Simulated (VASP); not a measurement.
# SiC3 (P-4m2) in VASP: a series of runs

Runs on SiC3. Level: PBE. Tasks: single point.

Everything below comes from runs of VASP 6.6.1. Logs are shortened: lines on timing, memory, paths and dates and some standing lists are left out, and cuts for length are marked.

**1. The cell of the first run**

Symmetry: P-4m2, No. 115, tetragonal system. The conventional cell has a = 2.745 Å, b = 2.745 Å, c = 4.028 Å, α = 90.00°, β = 90.00°, γ = 90.00°. C (site symmetry 2mm) has 2 C at 1.62 Å and 2 Si at 1.80 Å within 2.2 Å. Within 2.2 Å of C (site symmetry -4m2) lie 4 C at 1.62 Å. Si (site symmetry -4m2) has 4 C at 1.80 Å within 2.4 Å.

**2. Single point, PBE (7.59 Å³/atom)**

Input file INCAR:

```
  PREC = Accurate
  ENCUT = 520
  EDIFF = 1E-7
  ISMEAR = 0
  SIGMA = 0.01
  LREAL = False
  LASPH = True
  NELM = 80
  ALGO = Normal
  ISIF = 2
  LWAVE = False
  LCHARG = True
  GGA = PE
  LELF = True
  LVHAR = True
  NBANDS = 16
```

Input file KPOINTS:

```
Automatic mesh
0
Gamma
  8 8 6
```

Input file POSCAR:

```
SiC3
1.0
    2.7454169047      0.0000000000      0.0000000000
    0.0000000000      2.7454169047      0.0000000000
    0.0000000000      0.0000000000      4.0280949250
C Si
3 1
Direct
    0.5000000000      0.0000000000      0.7880665833
    0.5000000000      0.5000000000      0.0000000000
    0.0000000000      0.5000000000      0.2119334167
    0.0000000000      0.0000000000      0.5000000000
```

Potentials or basis: VASP PAW PBE potentials, release 64 (C, Si).

The run is started by

```bash
$ cat potpaw_PBE.64/C/POTCAR potpaw_PBE.64/Si/POTCAR > POTCAR
$ mpirun -np 1 vasp_std > vasp.out
```

OUTCAR:

```text
PREC = Accurate
   ENCUT = 520
   EDIFF = 1E-7
   ISMEAR = 0
   LREAL = False
   LASPH = True
   NELM = 80
   ISIF = 2
   GGA = PE

 ion  position               nearest neighbor table
   1  0.500  0.000  0.788-   2 1.62   2 1.62   4 1.80   4 1.80
   2  0.500  0.500  0.000-   1 1.62   3 1.62   1 1.62   3 1.62
   3  0.000  0.500  0.212-   2 1.62   2 1.62   4 1.80   4 1.80
   4  0.000  0.000  0.500-   1 1.80   3 1.80   3 1.80   1 1.80

  LATTYP: Found a simple tetragonal cell.
 ALAT       =     2.7454169047
 C/A-ratio  =     1.4672070089

  Lattice vectors:

 A1 = (   2.7454169047,   0.0000000000,   0.0000000000)
 A2 = (   0.0000000000,   2.7454169047,   0.0000000000)
 A3 = (   0.0000000000,   0.0000000000,   4.0280949250)

Analysis of symmetry for initial positions (statically):
=====================================================================
 Subroutine PRICEL returns:
 Original cell was already a primitive cell.

 Routine SETGRP: Setting up the symmetry group for a
 simple tetragonal supercell.

 Subroutine GETGRP returns: Found  8 space group operations
 (whereof  8 operations were pure point group operations)
 out of a pool of 16 trial point group operations.

The static configuration has the point symmetry D_2d.

Analysis of symmetry for dynamics (positions and initial velocities):
=====================================================================
 Subroutine PRICEL returns:
 Original cell was already a primitive cell.

 Routine SETGRP: Setting up the symmetry group for a
 simple tetragonal supercell.

 Subroutine GETGRP returns: Found  8 space group operations
 (whereof  8 operations were pure point group operations)
 out of a pool of 16 trial point group operations.

The dynamic configuration has the point symmetry D_2d.

 Subroutine INISYM returns: Found  8 space group operations
 (whereof  8 operations are pure point group operations),
 and found     1 'primitive' translations

----------------------------------------------------------------------------------------

                                     Primitive cell

  volume of cell :      30.3610

  direct lattice vectors                    reciprocal lattice vectors
     2.745416905  0.000000000  0.000000000     0.364243404  0.000000000  0.000000000
     0.000000000  2.745416905  0.000000000     0.000000000  0.364243404  0.000000000
     0.000000000  0.000000000  4.028094925     0.000000000  0.000000000  0.248256314

  length of vectors
     2.745416905  2.745416905  4.028094925     0.364243404  0.364243404  0.248256314

  position of ions in fractional coordinates (direct lattice)
     0.500000000  0.000000000  0.788066583
     0.500000000  0.500000000  0.000000000
     0.000000000  0.500000000  0.211933417
     0.000000000  0.000000000  0.500000000

  ion indices of the primitive-cell ions
   primitive index   ion index
                 1           1
                 2           2
                 3           3
                 4           4

----------------------------------------------------------------------------------------

 KPOINTS: Automatic mesh

Automatic generation of k-mesh.
 Grid dimensions read from file:
 generate k-points for:    8    8    6

 Generating k-lattice:

  Cartesian coordinates                     Fractional coordinates (reciprocal lattice)
     0.045530426  0.000000000  0.000000000     0.125000000  0.000000000  0.000000000
     0.000000000  0.045530426  0.000000000     0.000000000  0.125000000  0.000000000
     0.000000000  0.000000000  0.041376052     0.000000000  0.000000000  0.166666667

  Length of vectors
     0.045530426  0.045530426  0.041376052

  Shift w.r.t. Gamma in fractional coordinates (k-lattice)
     0.000000000  0.000000000  0.000000000

 Subroutine IBZKPT returns following result:
 ===========================================

 Found     60 irreducible k-points:

 Following reciprocal coordinates:
            Coordinates               Weight
  0.000000  0.000000  0.000000      1.000000
  0.125000  0.000000  0.000000      4.000000
  0.250000  0.000000  0.000000      4.000000
  0.375000  0.000000  0.000000      4.000000
  0.500000  0.000000  0.000000      2.000000
  0.125000  0.125000  0.000000      4.000000
[... 16 lines left out ...]
  0.375000  0.125000  0.166667     16.000000
  0.500000  0.125000  0.166667      8.000000
 [... further k-points ...]
   k-points           NKPTS =     60   k-points in BZ     NKDIM =     60   number of bands    NBANDS=     16
   number of dos      NEDOS =    301   number of ions     NIONS =      4
   total plane-waves  NPLWV =  12000
   dimension x,y,z NGX =    20 NGY =   20 NGZ =   30
   dimension x,y,z NGXF=    40 NGYF=   40 NGZF=   60
   ions per type =               3   1
   NGX,Y,Z   is equivalent  to a cutoff of  12.11, 12.11, 12.38 a.u.
   NGXF,Y,Z  is equivalent  to a cutoff of  24.22, 24.22, 24.76 a.u.
 SYSTEM =  unknown system
[... 35 lines left out ...]
   LHFCALC =     F    Hartree Fock is set to
   AEXX    =    0.0000 exact exchange contribution
   IVDW    =     0    specifies the selected vdW correction
   LEPSILON=     F    determine dielectric tensor
   LRPA    =     F    only Hartree local field effects (RPA)
 non-spin polarized calculation
 Gauss-broadening in eV      SIGMA  =   0.01
  energy-cutoff  :      520.00
  volume of cell :       30.36
 maximum number of plane-waves:       840
   NGX = 11   NGY = 11   NGZ = 15

 number of electron      16.0000004 magnetization

 Free energy of the ion-electron system (eV)
  ---------------------------------------------------
  ext. energy  EPLUGINS =         0.00000000
  ---------------------------------------------------
  free energy    TOTEN  =       -30.97497281 eV

  energy without entropy =      -30.97497281  energy(sigma->0) =      -30.97497281

 E-fermi :  10.2190     XC(G=0): -12.3480

 val. band max:       10.1758948827   @ k =   0.0000   0.0000   0.0000
 cond. band min:      11.5964521761   @ k =   0.3750   0.3750   0.0000
 fundamental gap:      1.4205572934
 Fermi energy:        10.2189955842

 k-point     1 :       0.0000    0.0000    0.0000
  band No.  band energies     occupation
      1      -9.1587      2.00000
      2      -2.2590      2.00000
      3      -0.9990      2.00000
      4       4.4122      2.00000
      5       4.4122      2.00000
      6       9.4449      2.00000
[... 8 lines left out ...]
     15      24.1161      0.00000
     16      25.5281      0.00000

 k-point     2 :       0.1250    0.0000    0.0000
  band No.  band energies     occupation
      1      -8.9136      2.00000
      2      -2.1406      2.00000
      3      -0.8179      2.00000
      4       3.2659      2.00000
      5       4.5796      2.00000
      6       8.6890      2.00000
[... 8 lines left out ...]
     15      24.5127      0.00000
     16      24.9607      0.00000

 k-point     3 :       0.2500    0.0000    0.0000
  band No.  band energies     occupation
      1      -8.1895      2.00000
      2      -2.1324      2.00000
      3      -0.3832      2.00000
      4       1.7219      2.00000
      5       5.0375      2.00000
      6       6.6500      2.00000
[... 8 lines left out ...]
     15      23.6793      0.00000
     16      24.4612      0.00000

 k-point     4 :       0.3750    0.0000    0.0000
  band No.  band energies     occupation
      1      -7.0427      2.00000
      2      -3.2942      2.00000
      3       0.2920      2.00000
      4       1.9407      2.00000
      5       4.5819      2.00000
      6       5.2288      2.00000
[... 8 lines left out ...]
     15      21.9754      0.00000
     16      23.8233      0.00000
[... 324 lines left out ...]
 k-point    22 :       0.2500    0.1250    0.1667
  band No.  band energies     occupation
      1      -7.7767      2.00000
      2      -2.8924      2.00000
      3       0.1711      2.00000
      4       2.5550      2.00000
      5       4.1806      2.00000
      6       5.5577      2.00000
[... 8 lines left out ...]
     15      21.9335      0.00000
     16      23.9041      0.00000

 k-point    23 :       0.3750    0.1250    0.1667
  band No.  band energies     occupation
      1      -6.6519      2.00000
      2      -3.1288      2.00000
      3      -0.4614      2.00000
      4       2.5171      2.00000
      5       3.9940      2.00000
      6       4.8520      2.00000
[... 8 lines left out ...]
     15      21.3078      0.00000
     16      23.5051      0.00000

 k-point    24 :       0.5000    0.1250    0.1667
  band No.  band energies     occupation
      1      -5.6661      2.00000
      2      -4.1456      2.00000
      3       0.1530      2.00000
      4       1.5592      2.00000
      5       4.5169      2.00000
      6       5.2586      2.00000
[... 8 lines left out ...]
     15      20.8094      0.00000
     16      23.5891      0.00000

 [... further k-points ...]

------------------------ aborting loop because EDIFF is reached ----------------------------------------

  FORCE on cell =-STRESS in cart. coord.  units (eV):
  Direction    XX          YY          ZZ          XY          YZ          ZX
  --------------------------------------------------------------------------------------
  -------------------------------------------------------------------------------------
  Total        3.5989993      3.5989993      4.0280025      0.0000000     -0.0000000      0.0000000
  in kB      189.9223332    189.9223332    212.5612103      0.0000000     -0.0000000      0.0000000
  external PRESSURE =     197.4686256 kB  Pullay stress =       0.0000000 kB

 VOLUME and BASIS-vectors are now :
 -----------------------------------------------------------------------------
  energy-cutoff  :      520.00
  volume of cell :       30.36
      direct lattice vectors                 reciprocal lattice vectors
     2.745416905  0.000000000  0.000000000     0.364243404  0.000000000  0.000000000
     0.000000000  2.745416905  0.000000000     0.000000000  0.364243404  0.000000000
     0.000000000  0.000000000  4.028094925     0.000000000  0.000000000  0.248256314

 POSITION                                       TOTAL-FORCE (eV/Angst)
 -----------------------------------------------------------------------------------
      1.37271      0.00000      3.17441        -0.000000     -0.000000      0.296230
      1.37271      1.37271      0.00000         0.000000     -0.000000      0.000000
      0.00000      1.37271      0.85369        -0.000000     -0.000000     -0.296230
      0.00000      0.00000      2.01405        -0.000000      0.000000      0.000000
 -----------------------------------------------------------------------------------
    total drift:                                0.000000      0.000000      0.000000

  FREE ENERGIE OF THE ION-ELECTRON SYSTEM (eV)
  ---------------------------------------------------
  free  energy   TOTEN  =       -30.9749728096 eV

  energy  without entropy=      -30.9749728096  energy(sigma->0) =      -30.97497281
```

Wall time 25 s (1 thread of Intel Xeon 8259CL, shared host); peak memory 0.14 GiB.

What came out:

| Item | Value |
| --- | --- |
| Free energy | -30.9750 eV |
| Pressure | 19.7 GPa |
| Largest force | 0.296 eV/Å |
| Band gap on the k mesh | 1.42 eV (least direct gap 1.81 eV) |

Forces on the atoms (eV/Å):
```
C    0.000  0.000  0.296
C    0.000  0.000  0.000
C    0.000  0.000 -0.296
Si   0.000  0.000  0.000
```

Stress tensor (GPa, compression positive):
```
18.99  0.00  0.00
 0.00 18.99  0.00
 0.00  0.00 21.26
```

Caveat: the cell stands under pressure.

**3. Single point, PBE (7.83 Å³/atom)**

This run uses another cell than the first one, of 7.83 Å³/atom.

Input file INCAR:

```
ALGO = Normal
EDIFF = 1E-6
ENCUT = 520
GGA = PE
ISIF = 2
ISMEAR = 0
LASPH = True
LCHARG = False
LREAL = False
LWAVE = False
NBANDS = 16
NELM = 100
PREC = Accurate
SIGMA = 0.01
```

Input file KPOINTS:

```
k-points
0
Gamma
  8 8 6
```

Input file POSCAR:

```
SiC3
1.0
    2.7743181538      0.0000000000      0.0000000000
    0.0000000000      2.7743181538      0.0000000000
    0.0000000000      0.0000000000      4.0704990403
C Si
3 1
Direct
    0.5000000000      0.0000000000      0.7880665833
    0.5000000000      0.5000000000      0.0000000000
    0.0000000000      0.5000000000      0.2119334167
    0.0000000000      0.0000000000      0.5000000000
```

Potentials or basis: VASP PAW PBE potentials, release 64 (C, Si).

The run is started by

```bash
$ cat potpaw_PBE.64/C/POTCAR potpaw_PBE.64/Si/POTCAR > POTCAR
$ mpirun -np 1 vasp_std > vasp.out
```

It took 29 s on 1 thread of Intel Xeon 8259CL, shared host; peak memory 0.15 GiB.

Results (log left out):

* Free energy: -31.0622 eV
* Pressure: 9.2 GPa
* Largest force: 0.132 eV/Å
* Band gap on the k mesh: 1.44 eV (least direct gap 1.80 eV)

Forces in eV/Å, atoms in the order of the input:
```
C    0.000  0.000  0.132
C    0.000  0.000  0.000
C    0.000  0.000 -0.132
Si   0.000  0.000  0.000
```

Stress tensor (GPa, compression positive):
```
8.83 0.00 0.00
0.00 8.83 0.00
0.00 0.00 9.83
```

Levels at points of the mesh, in eV from the valence-band top:
```csv
k point,band 4,band 5,band 6,band 7,band 8,band 9,band 10,band 11,band 12,band 13
"(0.00, 0.00, 0.00)",-5.61,-5.61,-0.71,0.00,0.00,1.80,2.93,5.10,5.66,5.66
"(0.50, 0.00, 0.00)",-6.99,-6.53,-6.38,-4.15,-0.84,4.81,5.85,6.05,7.68,10.23
"(0.50, 0.50, 0.00)",-8.60,-6.31,-5.45,-5.45,-3.95,1.57,1.57,1.94,5.09,12.69
"(0.00, 0.00, 0.50)",-5.17,-5.17,-4.13,-1.44,-1.44,2.69,3.02,6.02,7.90,8.11
"(0.50, 0.00, 0.50)",-10.74,-4.03,-2.80,-2.34,-0.72,3.07,5.59,6.18,6.27,8.33
"(0.50, 0.50, 0.50)",-7.58,-7.17,-6.87,-6.87,-6.49,5.35,5.35,6.01,9.02,9.79
```

Caveat: the cell stands under pressure. A k mesh can miss the band edges.

**4. Single point, PBE**

This run uses another cell than the first one, of 8.07 Å³/atom.

Input file INCAR:

```
SYSTEM = SiC3
ALGO     = Normal         ! electronic algorithm
EDIFF    = 1E-7           ! SCF threshold, eV
ENCUT    = 520            ! plane-wave cutoff, eV
GGA      = PE             ! functional
ISIF     = 2              ! what is computed and relaxed
ISMEAR   = 0              ! smearing method
LASPH    = .TRUE.         ! aspherical terms in the spheres
LCHARG   = .TRUE.         ! write CHGCAR
LELF     = .TRUE.         ! ELF
LREAL    = .FALSE.        ! projectors in reciprocal space
LVHAR    = .TRUE.       
LWAVE    = .FALSE.        ! write WAVECAR
NBANDS   = 16             ! bands
NELM     = 100            ! most SCF steps
PREC     = Accurate       ! precision mode
SIGMA    = 0.01           ! smearing width, eV
```

Input file KPOINTS:

```
k-points
0
G
  8 8 6
  0 0 0
```

Input file POSCAR:

```
SiC3
1.0
    2.8026294781      0.0000000000      0.0000000000
    0.0000000000      2.8026294781      0.0000000000
    0.0000000000      0.0000000000      4.1120376138
C Si
3 1
Direct
    0.5000000000      0.0000000000      0.7880665833
    0.5000000000      0.5000000000      0.0000000000
    0.0000000000      0.5000000000      0.2119334167
    0.0000000000      0.0000000000      0.5000000000
```

The run is started by

```bash
$ cat potpaw_PBE.64/C/POTCAR potpaw_PBE.64/Si/POTCAR > POTCAR
$ mpirun -np 1 vasp_std > vasp.out
```

It took 50 s on 1 thread of Intel Xeon 8259CL, shared host; peak memory 0.15 GiB.

The run converged. Its results:

| Quantity | Value |
| --- | --- |
| Free energy | -31.0898 eV |
| Pressure | 0.0 GPa |
| Largest force | 0.016 eV/Å |
| Band gap on the k mesh | 1.46 eV (least direct gap 1.79 eV) |

Forces on the atoms (eV/Å):
```
C    0.000  0.000 -0.016
C    0.000  0.000  0.000
C    0.000  0.000  0.016
Si   0.000  0.000  0.000
```

Stress tensor (GPa, compression positive):
```
 0.07  0.00  0.00
 0.00  0.07  0.00
 0.00  0.00 -0.05
```

Levels at points of the mesh, in eV from the valence-band top:
```
           k point  band 5  band 6  band 7  band 8  band 9  band 10  band 11  band 12
(0.00, 0.00, 0.00)   -5.46   -0.69    0.00    0.00    1.79     2.84     5.01     5.53
(0.50, 0.00, 0.00)   -6.46   -6.22   -4.04   -0.82    4.64     5.82     5.93     7.53
(0.50, 0.50, 0.00)   -6.13   -5.32   -5.32   -3.86    1.59     1.59     1.97     4.92
(0.00, 0.00, 0.50)   -5.03   -4.11   -1.41   -1.41    2.61     2.97     5.92     7.85
(0.50, 0.00, 0.50)   -3.93   -2.73   -2.30   -0.71    2.89     5.47     6.04     6.19
(0.50, 0.50, 0.50)   -7.11   -6.69   -6.69   -6.30    5.31     5.31     5.98     8.73
```

A k mesh can miss the band edges.

**5. Single point, PBE (8.32 Å³/atom)**

This run uses another cell than the first one, of 8.32 Å³/atom.

Input file INCAR:

```
ALGO = Normal
EDIFF = 1E-6
ENCUT = 520
GGA = PE
ISIF = 2
ISMEAR = 0
LASPH = T
LCHARG = F
LREAL = F
LWAVE = F
NBANDS = 16
NELM = 80
PREC = Accurate
SIGMA = 0.01
```

Input file KPOINTS:

```
k-points
0
Gamma
  8 8 6
```

Input file POSCAR:

```
SiC3
1.0
    2.8303800896      0.0000000000      0.0000000000
    0.0000000000      2.8303800896      0.0000000000
    0.0000000000      0.0000000000      4.1527535055
C Si
3 1
Direct
    0.5000000000      0.0000000000      0.7880665833
    0.5000000000      0.5000000000      0.0000000000
    0.0000000000      0.5000000000      0.2119334167
    0.0000000000      0.0000000000      0.5000000000
```

The run is started by

```bash
$ cat potpaw_PBE.64/C/POTCAR potpaw_PBE.64/Si/POTCAR > POTCAR
$ mpirun -np 1 vasp_std > vasp.out
```

Run time: 41 s. Hardware: 1 thread of Intel Xeon 8259CL, shared host; peak memory 0.16 GiB.

It converged, with:

```
Free energy            : -31.0661 eV
Pressure               : -7.9 GPa
Largest force          : 0.152 eV/Å
Band gap on the k mesh : 1.48 eV (least direct gap 1.78 eV)
```

Forces on the atoms (eV/Å):
```
C    0.000  0.000 -0.152
C    0.000  0.000  0.000
C    0.000  0.000  0.152
Si   0.000  0.000  0.000
```

Stress tensor (GPa, compression positive):
```
-7.49  0.00  0.00
 0.00 -7.49  0.00
 0.00  0.00 -8.58
```

Levels at points of the mesh, in eV from the valence-band top:
| k point | band 5 | band 6 | band 7 | band 8 | band 9 | band 10 | band 11 | band 12 |
| --- | --- | --- | --- | --- | --- | --- | --- | --- |
| (0.00, 0.00, 0.00) | -5.32 | -0.68 | 0.00 | 0.00 | 1.78 | 2.75 | 4.92 | 5.40 |
| (0.50, 0.00, 0.00) | -6.39 | -6.07 | -3.94 | -0.81 | 4.46 | 5.79 | 5.81 | 7.38 |
| (0.50, 0.50, 0.00) | -5.96 | -5.19 | -5.19 | -3.78 | 1.61 | 1.61 | 1.99 | 4.75 |
| (0.00, 0.00, 0.50) | -4.89 | -4.09 | -1.39 | -1.39 | 2.55 | 2.91 | 5.82 | 7.77 |
| (0.50, 0.00, 0.50) | -3.83 | -2.67 | -2.26 | -0.70 | 2.72 | 5.36 | 5.89 | 6.12 |
| (0.50, 0.50, 0.50) | -7.06 | -6.51 | -6.51 | -6.12 | 5.27 | 5.27 | 5.95 | 8.45 |

Caveat: the cell stands under tension. A k mesh can miss the band edges.

**6. Summary**

```tsv
cell	gap on the mesh (eV)	pressure (GPa)	largest force (eV/Å)
a = 2.745, b = 2.745, c = 4.028 Å, 4 atoms	1.42	19.7	0.30
a = 2.774, b = 2.774, c = 4.070 Å, 4 atoms	1.44	9.2	0.13
a = 2.803, b = 2.803, c = 4.112 Å, 4 atoms	1.46	0.0	0.02
a = 2.830, b = 2.830, c = 4.153 Å, 4 atoms	1.48	-7.9	0.15
```

Alike in all rows: task single point; level PBE; potentials or basis VASP PAW PBE potentials, release 64 (C, Si); no spin polarisation; k mesh 8 × 8 × 6; cutoff (eV) 520; smearing gaussian 0.01 eV.

Caveats: the cell stands under pressure (at least some runs); the cell stands under tension (at least some runs).

Total energies depend on the potentials used, so only differences within one code and one set of settings carry meaning.
